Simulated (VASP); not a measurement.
Input of a VASP 6.6.1 run:

File INCAR:

```
PREC     = Accurate       # precision mode
ENCUT    = 600            # plane-wave cutoff, eV
EDIFF    = 1E-7           # SCF threshold, eV
ISMEAR   = 0              # smearing method
SIGMA    = 0.1            # smearing width, eV
LREAL    = False          # projectors in reciprocal space
LASPH    = True           # aspherical terms in the spheres
NELM     = 60             # most SCF steps
ALGO     = Normal         # electronic algorithm
ISIF     = 3              # what is computed and relaxed
LWAVE    = False          # write WAVECAR
LCHARG   = False          # write CHGCAR
GGA      = PE             # functional
IBRION   = 2              # ionic algorithm
NSW      = 100            # ionic steps
EDIFFG   = -0.01          # ionic threshold
```

File KPOINTS:

```
regular mesh
0
Gamma
  10 10 4
```

The input POSCAR:

```
Hf2Ge3Ru
1.0
    3.5216774155      0.0000000000      0.0000000000
    0.0000000000      3.5216774155      0.0000000000
    0.0000000000      0.0000000000      8.9441628807
Hf Ge Ru
2 3 1
Direct
    0.0000000000      0.5000000000      0.7529464630
    0.5000000000      0.0000000000      0.2470535370
    0.5000000000      0.5000000000      0.0000000000
    0.0000000000      0.5000000000      0.4227847863
    0.5000000000      0.0000000000      0.5772152137
    0.0000000000      0.0000000000      0.0000000000
```

Potentials or basis: VASP PAW PBE potentials, release 64 (Hf_pv, Ge_d, Ru_pv).

The run is started by

```sh
$ cat potpaw_PBE.64/Hf_pv/POTCAR potpaw_PBE.64/Ge_d/POTCAR potpaw_PBE.64/Ru_pv/POTCAR > POTCAR
$ mpirun -np 1 vasp_std > vasp.out
```

Question: Predict the relaxed cell.

Answer: a = 3.545 Å, b = 3.545 Å, c = 8.848 Å, α = 90.00°, β = 90.00°, γ = 90.00°.

Question: What does it give for the relaxed volume?

Answer: 18.53 Å³/atom.

Question: Estimate the space group after relaxing (to 0.05 Å).

Answer: P-4m2 (No. 115).

Step by step:
```csv
step,energy change (eV),largest force (eV/Å),pressure (GPa),volume (Å³)
1,0.0000,0.1531,-0.07,110.93
2,-0.0070,0.0810,0.24,110.80
3,-0.0085,0.0268,0.49,110.70
4,-0.0083,0.0316,-0.58,111.69
5,-0.0093,0.0288,-0.01,111.17
6,-0.0093,0.0289,-0.03,111.17
7,-0.0093,0.0116,-0.02,111.18
8,-0.0093,0.0013,0.00,111.18
```
